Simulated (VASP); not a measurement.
# SmPb2 (P4/mmm) in VASP: single point with PBE

Aim: the single point of SmPb2 with PBE.

All numbers are computed with VASP 6.6.1; they aren't measurements. Logs are shortened: lines on timing, memory, paths and dates and some standing lists are left out, and cuts for length are marked.

**1. The cell of the first run**

It takes space group P4/mmm (No. 123, tetragonal). Conventional cell: a = 5.164 Å, b = 5.164 Å, c = 3.439 Å, α = 90.00°, β = 90.00°, γ = 90.00°. Within 3.5 Å of Sm (site symmetry 4/mmm) lie 4 Pb at 2.58 Å and 2 Sm at 3.44 Å. Pb (site symmetry mmm) has 2 Sm at 2.58 Å and 2 Pb at 3.44 Å within 3.5 Å.

The cell was generated, and may not be a known phase.

**2. Single point, PBE**

INCAR

```
PREC = Accurate
ENCUT = 690
EDIFF = 1E-6
ISMEAR = 0
SIGMA = 0.1
LREAL = False
LASPH = True
NELM = 300
ALGO = All
ISIF = 2
LWAVE = False
LCHARG = True
GGA = PE
LVHAR = True
NBANDS = 29
GGA_COMPAT = False
LMAXMIX = 6
ISEARCH = 1
KPAR = 4
```

KPOINTS

```
Automatic mesh
0
Gamma
  4 4 6
```

POSCAR

```
SmPb2
1.0
    5.1644364600      0.0000000000      0.0000000000
    0.0000000000      5.1644364600      0.0000000000
    0.0000000000      0.0000000000      3.4390563900
Sm Pb
1 2
Direct
    0.0000000000      0.0000000000      0.0000000000
    0.5000000000      0.0000000000      0.0000000000
    0.0000000000      0.5000000000      0.0000000000
```

Potentials or basis: VASP PAW PBE potentials, release 64 (Sm, Pb_d).

On the command line:

```
> cat potpaw_PBE.64/Sm/POTCAR potpaw_PBE.64/Pb_d/POTCAR > POTCAR
> mpirun -np 4 vasp_std > vasp.out
```

OUTCAR:

```text
PREC = Accurate
   ENCUT = 690
   EDIFF = 1E-6
   ISMEAR = 0
   LREAL = False
   LASPH = True
   NELM = 300
   ISIF = 2
   GGA = PE

 ion  position               nearest neighbor table
   1  0.000  0.000  0.000-   2 2.58   3 2.58   3 2.58   2 2.58
   2  0.500  0.000  0.000-   1 2.58   1 2.58   3 3.65   3 3.65   3 3.65   3 3.65
   3  0.000  0.500  0.000-   1 2.58   1 2.58   2 3.65   2 3.65   2 3.65   2 3.65

  LATTYP: Found a simple tetragonal cell.
 ALAT       =     5.1644364600
 C/A-ratio  =     0.6659112599

  Lattice vectors:

 A1 = (   5.1644364600,   0.0000000000,   0.0000000000)
 A2 = (   0.0000000000,   5.1644364600,   0.0000000000)
 A3 = (   0.0000000000,   0.0000000000,   3.4390563900)

Analysis of symmetry for initial positions (statically):
=====================================================================
 Subroutine PRICEL returns:
 Original cell was already a primitive cell.

 Routine SETGRP: Setting up the symmetry group for a
 simple tetragonal supercell.

 Subroutine GETGRP returns: Found 16 space group operations
 (whereof 16 operations were pure point group operations)
 out of a pool of 16 trial point group operations.

The static configuration has the point symmetry D_4h.

Analysis of symmetry for dynamics (positions and initial velocities):
=====================================================================
 Subroutine PRICEL returns:
 Original cell was already a primitive cell.

 Routine SETGRP: Setting up the symmetry group for a
 simple tetragonal supercell.

 Subroutine GETGRP returns: Found 16 space group operations
 (whereof 16 operations were pure point group operations)
 out of a pool of 16 trial point group operations.

The dynamic configuration has the point symmetry D_4h.

 Subroutine INISYM returns: Found 16 space group operations
 (whereof 16 operations are pure point group operations),
 and found     1 'primitive' translations

----------------------------------------------------------------------------------------

                                     Primitive cell

  volume of cell :      91.7245

  direct lattice vectors                    reciprocal lattice vectors
     5.164436460  0.000000000  0.000000000     0.193631969  0.000000000  0.000000000
     0.000000000  5.164436460  0.000000000     0.000000000  0.193631969  0.000000000
     0.000000000  0.000000000  3.439056390     0.000000000  0.000000000  0.290777436

  length of vectors
     5.164436460  5.164436460  3.439056390     0.193631969  0.193631969  0.290777436

  position of ions in fractional coordinates (direct lattice)
     0.000000000  0.000000000  0.000000000
     0.500000000  0.000000000  0.000000000
     0.000000000  0.500000000  0.000000000

  ion indices of the primitive-cell ions
   primitive index   ion index
                 1           1
                 2           2
                 3           3

----------------------------------------------------------------------------------------

 KPOINTS: Automatic mesh

Automatic generation of k-mesh.
 Grid dimensions read from file:
 generate k-points for:    4    4    6

 Generating k-lattice:

  Cartesian coordinates                     Fractional coordinates (reciprocal lattice)
     0.048407992  0.000000000  0.000000000     0.250000000  0.000000000  0.000000000
     0.000000000  0.048407992  0.000000000     0.000000000  0.250000000  0.000000000
     0.000000000  0.000000000  0.048462906     0.000000000  0.000000000  0.166666667

  Length of vectors
     0.048407992  0.048407992  0.048462906

  Shift w.r.t. Gamma in fractional coordinates (k-lattice)
     0.000000000  0.000000000  0.000000000

 Subroutine IBZKPT returns following result:
 ===========================================

 Found     24 irreducible k-points:

 Following reciprocal coordinates:
            Coordinates               Weight
  0.000000  0.000000  0.000000      1.000000
  0.250000  0.000000  0.000000      4.000000
  0.500000  0.000000  0.000000      2.000000
  0.250000  0.250000  0.000000      4.000000
  0.500000  0.250000  0.000000      4.000000
  0.500000  0.500000  0.000000      1.000000
[... 16 lines left out ...]
  0.500000  0.250000  0.500000      4.000000
  0.500000  0.500000  0.500000      1.000000
   k-points           NKPTS =     24   k-points in BZ     NKDIM =     24   number of bands    NBANDS=     29
   number of dos      NEDOS =    301   number of ions     NIONS =      3
   total plane-waves  NPLWV =  69120
   dimension x,y,z NGX =    48 NGY =   48 NGZ =   30
   dimension x,y,z NGXF=    96 NGYF=   96 NGZF=   60
   ions per type =               1   2
   NGX,Y,Z   is equivalent  to a cutoff of  15.45, 15.45, 14.50 a.u.
   NGXF,Y,Z  is equivalent  to a cutoff of  30.90, 30.90, 29.00 a.u.
 SYSTEM =  unknown system
   PREC   = accura    normal or accurate (medium, high low for compatibility)
   ISTART =      0    job   : 0-new  1-cont  2-samecut
   ICHARG =      2    charge: 1-file 2-atom 10-const
   ISPIN  =      1    spin polarized calculation?
   LNONCOLLINEAR =      F non collinear calculations
   LSORBIT =      F    spin-orbit coupling
   LASPH  =      T    aspherical Exc in radial PAW
   ENCUT  =  690.0 eV  50.71 Ry    7.12 a.u.  11.06 11.06  7.37*2*pi/ulx,y,z
   NELM   =    300;   NELMIN=  2; NELMDL= -5     # of ELM steps
   EDIFF  = 0.1E-05   stopping-criterion for ELM
   LREAL  =      F    real-space projection
   EDIFFG = 0.1E-04   stopping-criterion for IOM
   NSW    =      0    number of steps for IOM
   IBRION =     -1    ionic relax: 0-MD 1-quasi-New 2-CG
   NFREE  =      0    steps in history (QN), initial steepest desc. (CG)
   ISIF   =      2    stress and relaxation
   ISYM   =      2    0-nonsym 1-usesym 2-fastsym
   POTIM  = 0.5000    time-step for ionic-motion
   TEBEG  =    0.0;   TEEND  =   0.0 temperature during run
   PSTRESS=    0.0 pullay stress
   NELECT =      44.0000    total number of electrons
   NUPDOWN=      -1.0000    fix difference up-down
   EMIN   =  10.00;   EMAX   =-10.00  energy-range for DOS
   EFERMI =   0.00;   METHOD = LEGACY
   ISMEAR =     0;   SIGMA  =   0.10  broadening in eV -4-tet -1-fermi 0-gaus
   EFERMI_NEDOS =   21; number of points for ismear=-14 and -15
   IALGO  =     58    algorithm
   IMIX   =      4    mixing-type and parameters
     AMIX     =   0.40;   BMIX     =  1.00
     AMIX_MAG =   1.60;   BMIX_MAG =  1.00
  volume/ion in A,a.u.               =      30.57       206.33
  Fermi-wavevector in a.u.,A,eV,Ry     =   1.281536  2.421751 22.345303  1.642333
  Thomas-Fermi vector in A             =   2.413900
   LORBIT       =      0    0 simple, 1 ext, 2 COOP (PROOUT), +10 PAW based schemes
   GGA     = PE    functional components
   LHFCALC =     F    Hartree Fock is set to
   AEXX    =    0.0000 exact exchange contribution
   IVDW    =     0    specifies the selected vdW correction
   LEPSILON=     F    determine dielectric tensor
   LRPA    =     F    only Hartree local field effects (RPA)
 non-spin polarized calculation
 Gauss-broadening in eV      SIGMA  =   0.10
  energy-cutoff  :      690.00
  volume of cell :       91.72
 maximum number of plane-waves:      3823
 NGX is ok and might be reduce to    48
   NGX = 23   NGY = 23   NGZ = 15

 number of electron      44.0000008 magnetization

 Free energy of the ion-electron system (eV)
  ---------------------------------------------------
  ext. energy  EPLUGINS =         0.00000000
  ---------------------------------------------------
  free energy    TOTEN  =        -7.12608813 eV

  energy without entropy =       -7.01206869  energy(sigma->0) =       -7.06907841

 E-fermi :   5.4486     XC(G=0):  -9.8579

 val. band max:        5.4510252386   @ k =   0.5000   0.5000   0.3333
 cond. band min:       5.4612176786   @ k =   0.2500   0.2500   0.3333
 fundamental gap:      0.0101924400
 Fermi energy:         5.4485646190

 k-point     1 :       0.0000    0.0000    0.0000
  band No.  band energies     occupation
      1     -34.0159      2.00000
      2     -14.2813      2.00000
      3     -14.2813      2.00000
      4     -13.3121      2.00000
      5     -11.8718      2.00000
      6     -11.7454      2.00000
[... 21 lines left out ...]
     28       9.4079      0.00000
     29       9.6327      0.00000

 k-point     2 :       0.2500    0.0000    0.0000
  band No.  band energies     occupation
      1     -34.0085      2.00000
      2     -14.8162      2.00000
      3     -14.3180      2.00000
      4     -13.3655      2.00000
      5     -11.8087      2.00000
      6     -11.6141      2.00000
[... 21 lines left out ...]
     28       7.3261      0.00000
     29       8.4732      0.00000

 k-point     3 :       0.5000    0.0000    0.0000
  band No.  band energies     occupation
      1     -34.0011      2.00000
      2     -15.2062      2.00000
      3     -14.3532      2.00000
      4     -13.4152      2.00000
      5     -11.8052      2.00000
      6     -11.5204      2.00000
[... 21 lines left out ...]
     28       7.0035      0.00000
     29       7.7528      0.00000

 k-point     4 :       0.2500    0.2500    0.0000
  band No.  band energies     occupation
      1     -34.0011      2.00000
      2     -14.8453      2.00000
      3     -14.8373      2.00000
      4     -13.4159      2.00000
      5     -11.6028      2.00000
      6     -11.4808      2.00000
[... 21 lines left out ...]
     28       8.6959      0.00000
     29       8.4657      0.00000

 k-point     5 :       0.5000    0.2500    0.0000
  band No.  band energies     occupation
      1     -33.9937      2.00000
      2     -15.2265      2.00000
      3     -14.8659      2.00000
      4     -13.4631      2.00000
      5     -11.5400      2.00000
      6     -11.5205      2.00000
[... 21 lines left out ...]
     28       7.7457      0.00000
     29       7.7543      0.00000
[... 510 lines left out ...]
     28       6.1490      0.00000
     29       7.5341      0.00000

 k-point    22 :       0.2500    0.2500    0.5000
  band No.  band energies     occupation
      1     -33.9362      2.00000
      2     -14.7553      2.00000
      3     -14.7468      2.00000
      4     -14.2282      2.00000
      5     -11.5846      2.00000
      6     -11.5826      2.00000
[... 21 lines left out ...]
     28       7.0192      0.00000
     29       7.0348      0.00000

 k-point    23 :       0.5000    0.2500    0.5000
  band No.  band energies     occupation
      1     -33.9288      2.00000
      2     -15.1422      2.00000
      3     -14.7756      2.00000
      4     -14.2682      2.00000
      5     -11.5724      2.00000
      6     -11.5173      2.00000
[... 21 lines left out ...]
     28       6.9625      0.00000
     29       7.3721      0.00000

 k-point    24 :       0.5000    0.5000    0.5000
  band No.  band energies     occupation
      1     -33.9214      2.00000
      2     -15.1621      2.00000
      3     -15.1621      2.00000
      4     -14.3068      2.00000
      5     -11.5510      2.00000
      6     -11.5060      2.00000
[... 21 lines left out ...]
     28       5.6762      0.00156
     29       8.9263      0.00000

------------------------ aborting loop because EDIFF is reached ----------------------------------------

  FORCE on cell =-STRESS in cart. coord.  units (eV):
  Direction    XX          YY          ZZ          XY          YZ          ZX
  --------------------------------------------------------------------------------------
  -------------------------------------------------------------------------------------
  Total       21.7177172     21.7177172     -1.3575720      0.0000000      0.0000000      0.0000000
  in kB      379.3495580    379.3495580    -23.7130971      0.0000000      0.0000000      0.0000000
  external PRESSURE =     244.9953396 kB  Pullay stress =       0.0000000 kB

 VOLUME and BASIS-vectors are now :
 -----------------------------------------------------------------------------
  energy-cutoff  :      690.00
  volume of cell :       91.72
      direct lattice vectors                 reciprocal lattice vectors
     5.164436460  0.000000000  0.000000000     0.193631969  0.000000000  0.000000000
     0.000000000  5.164436460  0.000000000     0.000000000  0.193631969  0.000000000
     0.000000000  0.000000000  3.439056390     0.000000000  0.000000000  0.290777436

 POSITION                                       TOTAL-FORCE (eV/Angst)
 -----------------------------------------------------------------------------------
      0.00000      0.00000      0.00000         0.000000      0.000000      0.000000
      2.58222      0.00000      0.00000         0.000000      0.000000      0.000000
      0.00000      2.58222      0.00000         0.000000      0.000000      0.000000
 -----------------------------------------------------------------------------------
    total drift:                                0.000000      0.000000      0.000000

  FREE ENERGIE OF THE ION-ELECTRON SYSTEM (eV)
  ---------------------------------------------------
  free  energy   TOTEN  =        -7.1260881341 eV

  energy  without entropy=       -7.0120858553  energy(sigma->0) =       -7.06908699
```

It took 3.7 min on 4 MPI ranks of Intel Xeon Platinum 8375C at 2.90GHz (Ice Lake), shared host; peak memory 0.39 GiB.

Results:

```yaml
Free_energy: -7.1261 eV
Pressure: 24.5 GPa
Band_gap_on_the_k_mesh: zero (bands 22 and 23 overlap by 0.10 eV)
```

Caveat: the stress differs along the axes, from -2 to 38 GPa; spin-orbit coupling is left out, which moves the levels of the heavy elements; semilocal functionals describe open f shells poorly, which spoils levels, moments and volumes. Spin polarisation is off, so any magnetic state and its effect on volume and gap are missing.
